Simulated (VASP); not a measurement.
Write the native input for VASP 6.6.1 that does the following.

```yaml
Task: single point
Functional: HSE06
Potentials_or_basis: VASP PAW PBE potentials, release 64 (Re)
Cutoff: 520 eV
k_mesh: 6 × 6 × 6
Occupations: fermi-dirac, width 0.1 eV
Spin: no spin polarisation
Dipole_correction: no
Grid_for_exact_exchange_PRECFOCK: Normal
Further_INCAR_settings: ALGO = Normal; EDIFF = 1e-06; NBANDS = 10
Share_of_exact_exchange: 0.25
Screening_parameter: 0.2079 1/Å
```

The system is Re.

```
CELL_PARAMETERS angstrom
0.00000 1.92677 1.92677
1.92677 0.00000 1.92677
1.92677 1.92677 0.00000
ATOMIC_POSITIONS crystal
Re 0.00000 0.00000 0.00000
```

This isn't the form of Re at room conditions, which is hcp.

The input as run:

POSCAR

```
Re
1.0
    0.0000000000      1.9267732421      1.9267732421
    1.9267732421      0.0000000000      1.9267732421
    1.9267732421      1.9267732421      0.0000000000
Re
1
Direct
    0.0000000000      0.0000000000      0.0000000000
```

INCAR.step1

```
PREC = Accurate ; ENCUT = 520
EDIFF = 1E-5 ; ISMEAR = -1
SIGMA = 0.1 ; LREAL = False
LASPH = True ; NELM = 120
ALGO = Normal ; ISIF = 2
LWAVE = True ; LCHARG = False
NBANDS = 10 ; GGA = PE
GGA_COMPAT = False
```

INCAR.step2

```
PREC = Accurate ; ENCUT = 520
EDIFF = 1E-6 ; ISMEAR = -1
SIGMA = 0.1 ; LREAL = False
LASPH = True ; NELM = 120
ALGO = Normal ; ISIF = 2
LWAVE = False ; LCHARG = False
GGA = PE ; LHFCALC = True
HFSCREEN = 0.2079 ; PRECFOCK = Normal
NBANDS = 10 ; ISTART = 1
GGA_COMPAT = False
```

KPOINTS

```
Automatic mesh
0
Gamma
  6 6 6
```

Potentials or basis: VASP PAW PBE potentials, release 64 (Re).

Run with:

```bash
$ cat potpaw_PBE.64/Re/POTCAR > POTCAR
$ cp INCAR.step1 INCAR
$ mpirun -np 1 vasp_std > vasp.out
$ cp INCAR.step2 INCAR
$ mpirun -np 1 vasp_std > vasp.out
```

Results of the run:

```
Pressure               : 4.0 GPa
Band gap on the k mesh : zero (an odd number of electrons rules out a gap without spin polarisation)
```

Caveat: the k points lie up to 0.47 Å⁻¹ apart, too coarse for converged energies and pressures of a metal; the PAW data sets were made with another functional, which shifts forces and pressure a little; spin-orbit coupling is left out, which moves the levels of the heavy elements.

Run time: 3.1 min on 1 thread of Intel(R) Xeon(R) Platinum 8488C (Sapphire Rapids) (shared host), peak memory 0.23 GiB.
